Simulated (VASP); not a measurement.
A run of VASP 6.6.1 is set up as follows.

Contents of INCAR:

```
PREC     = Accurate       # precision mode
ENCUT    = 600            # plane-wave cutoff, eV
EDIFF    = 1E-7           # SCF threshold, eV
ISMEAR   = 0              # smearing method
SIGMA    = 0.1            # smearing width, eV
LREAL    = False          # projectors in reciprocal space
LASPH    = True           # aspherical terms in the spheres
NELM     = 80             # most SCF steps
ALGO     = Normal         # electronic algorithm
ISIF     = 3              # what is computed and relaxed
LWAVE    = False          # write WAVECAR
LCHARG   = False          # write CHGCAR
GGA      = PE             # functional
IBRION   = 2              # ionic algorithm
NSW      = 100            # ionic steps
EDIFFG   = -0.01          # ionic threshold
```

The input KPOINTS:

```
regular mesh
0
Gamma
  10 10 4
```

The input POSCAR:

```
GaBi2O3
1.0
    3.1879578556      0.0000000000      0.0000000000
    0.0000000000      3.1879578556      0.0000000000
    0.0000000000      0.0000000000     10.9680412648
Ga Bi O
1 2 3
Direct
    0.0000000000      0.0000000000      0.0000000000
    0.0000000000      0.0000000000      0.6898897023
    0.0000000000      0.0000000000      0.3101102977
    0.0000000000      0.5000000000      0.9048544957
    0.5000000000      0.0000000000      0.0951455043
    0.0000000000      0.0000000000      0.5000000000
```

Potentials or basis: VASP PAW PBE potentials, release 64 (Ga_d, Bi_d, O).

Command:

```console
$ cat potpaw_PBE.64/Ga_d/POTCAR potpaw_PBE.64/Bi_d/POTCAR potpaw_PBE.64/O/POTCAR > POTCAR
$ mpirun -np 1 vasp_std > vasp.out
```

(1) Predict the space group after relaxing (to 0.05 Å).

(2) Predict the relaxed cell.

(3) What does it give for the relaxed volume?

Answers

(1) P-4m2 (No. 115).

(2) a = 3.180 Å, b = 3.180 Å, c = 10.980 Å, α = 90.00°, β = 90.00°, γ = 90.00°.

(3) 18.51 Å³/atom.

Caveat: an odd number of electrons without spin polarisation forces a metal; a magnetic or distorted state may lie lower.
